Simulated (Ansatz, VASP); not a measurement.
## EuO: VASP beside Ansatz

File INCAR:

```
SYSTEM = EuO
PREC = Accurate
ENCUT = 600
EDIFF = 1E-6
ISMEAR = 0
SIGMA = 0.05
LREAL = .FALSE.
LASPH = .TRUE.
NELM = 200
ALGO = Normal
ISIF = 2
LWAVE = .FALSE.
LCHARG = .FALSE.
ISPIN = 2
MAGMOM = 7 -7 0 0
LORBIT = 11
LMAXMIX = 6
LDAU = .TRUE.
LDAUTYPE = 2
LDAUL = 3 -1
LDAUU = 8 0
LDAUJ = 0 0
LDAUPRINT = 1
GGA = CA
NBANDS = 35
GGA_COMPAT = .FALSE.
```

File KPOINTS:

```
regular mesh
0
G
  6 6 6
  0 0 0
```

Contents of POSCAR:

```
EuO
1.0
    0.0000000000      2.5719519700      2.5719519700
    2.5719519700      0.0000000000      2.5719519700
    5.1439039400      5.1439039400      0.0000000000
Eu O
2 2
Direct
    0.5000000000      0.5000000000      0.2500000000
    0.5000000000      0.5000000000      0.7500000000
    0.0000000000      0.0000000000      0.0000000000
    0.0000000000      0.0000000000      0.5000000000
```

Input for Ansatz:

```yaml
crystal:
  lattice:
    - [0.0, 2.57195197, 2.57195197]
    - [2.57195197, 0.0, 2.57195197]
    - [5.14390394, 5.14390394, 0.0]
  atoms:
    - { symbol: Eu, position: [0.5, 0.5, 0.25], spin: 7.0 }
    - { symbol: O, position: [0.0, 0.0, 0.0] }
    - { symbol: Eu, position: [0.5, 0.5, 0.75], spin: -7.0 }
    - { symbol: O, position: [0.0, 0.0, 0.5] }
basis:
  ecutwfc: 420
  ecutrho_ratio: 4
kpoints:
  mp_grid: { grid: [6, 6, 6] }
hamiltonian:
  xc: lda
  hubbard:
    sites: [{ site: 0, l: f, u_eff: 8.0 }, { site: 2, l: f, u_eff: 8.0 }]
scf:
  occupations: { method: gaussian, width: 0.05 }
  lower_state_search: "off"
  max_iter: 150
output:
  forces: true
  stress: true
  eigenvalues: true
  populations: true
  hubbard: { sites: [{ site: 0, l: f }, { site: 2, l: f }] }
magnetization:
  spin_polarized: true
```

Alike in both runs: task single point; functional LDA; k mesh 6 × 6 × 6; occupations gaussian, width 0.05 eV; collinear spin; Hubbard terms Eu f U = 8.0 eV.

```csv
,VASP,Ansatz
version,VASP 6.6.1,Ansatz 0.2.0
potentials or method,"VASP PAW PBE potentials, release 64 (Eu, O), cutoff 600 eV","scalar-relativistic, plane waves, PAW"
valence electrons in the cell,46,46
```

```tsv
	VASP	Ansatz	Ansatz less VASP
gap on the k mesh at the Fermi level (eV)	0.98	1.47	+0.491
least direct gap on the mesh (eV)	1.08	1.64	+0.562
pressure (GPa)	-5.6	-5.5	+0.06
net moment per atom (μB)	0.00	0.00	0.000
size of the moment on the site where the two differ most (μB)	6.75	6.75	-0.003
```

VASP's potentials were made for PBE, not for LDA. LDA's correlation is that of Perdew and Zunger in VASP and of Perdew and Wang (1992) in Ansatz. Site moments also hang on the region over which each program counts them. The programs project onto different local orbitals, so the same U acts differently, and such runs can settle in different states.

Neither program's run includes spin-orbit coupling.
